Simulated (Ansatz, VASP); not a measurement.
## Sc: VASP beside Ansatz

The input INCAR:

```
ALGO = Normal ; EDIFF = 1E-6
ENCUT = 520 ; ISIF = 2
ISMEAR = -1 ; LASPH = True
LCHARG = True ; LELF = True
LREAL = False ; LVHAR = True
LWAVE = False ; NBANDS = 18
NELM = 100 ; PREC = Accurate
SIGMA = 0.05
```

The input KPOINTS:

```
k-points
0
Gamma
  15 15 8
```

The input POSCAR:

```
Sc
1.0
    2.4759695900      0.0000000000      0.0000000000
   -1.2379847950      2.1442525639      0.0000000000
    0.0000000000      0.0000000000      4.2451956380
Sc
2
Direct
    0.3333333333      0.6666666667      0.2500000000
    0.6666666667      0.3333333333      0.7500000000
```

Input for Ansatz:

```yaml
crystal:
  lattice:
    - [2.47596959, 0.0, 0.0]
    - [-1.237984795, 2.1442525639, 0.0]
    - [0.0, 0.0, 4.245195638]
  atoms:
    - { symbol: Sc, position: [0.3333333333, 0.6666666667, 0.25] }
    - { symbol: Sc, position: [0.6666666667, 0.3333333333, 0.75] }
kpoints:
  mp_grid: { grid: [15, 15, 8] }
scf:
  occupations: { method: fermi_dirac, width: 0.05 }
hamiltonian:
  xc: lda
  pseudopotentials: { kind: paw }
output:
  forces: true
  stress: true
  eigenvalues: true
  populations: true
  write_density: true
  write_potential: true
  elf: true
  volumetric_format: npy
```

Change from the starting cell: volume scaled by 0.5, PAW files.

Alike in both runs: task single point; functional LDA; k mesh 15 × 15 × 8; occupations fermi-dirac, width 0.05 eV; no spin polarisation.

```csv
,VASP,Ansatz
version,VASP 6.6.1,Ansatz 0.2.0
potentials or method,"VASP PAW LDA potentials, release 64 (Sc_sv)","PAW with Ansatz's default frozen-core files, scalar-relativistic"
plane-wave cutoff (eV),520,420
valence electrons in the cell,22,22
```

Ansatz gave:

- pressure (GPa): 106.5
- traceless stress, the component that is largest in VASP (GPa): -0.07

Question: What did VASP give for the same quantities?

Answer: Pressure (GPa): 108.7; traceless stress, the component that is largest in VASP (GPa): -0.20.

LDA's correlation is that of Perdew and Zunger in VASP and of Perdew and Wang (1992) in Ansatz. Both programs put the cell under a high pressure, so it lies far from rest at this level.

Noted on VASP's run: the cell as given lies far from equilibrium.
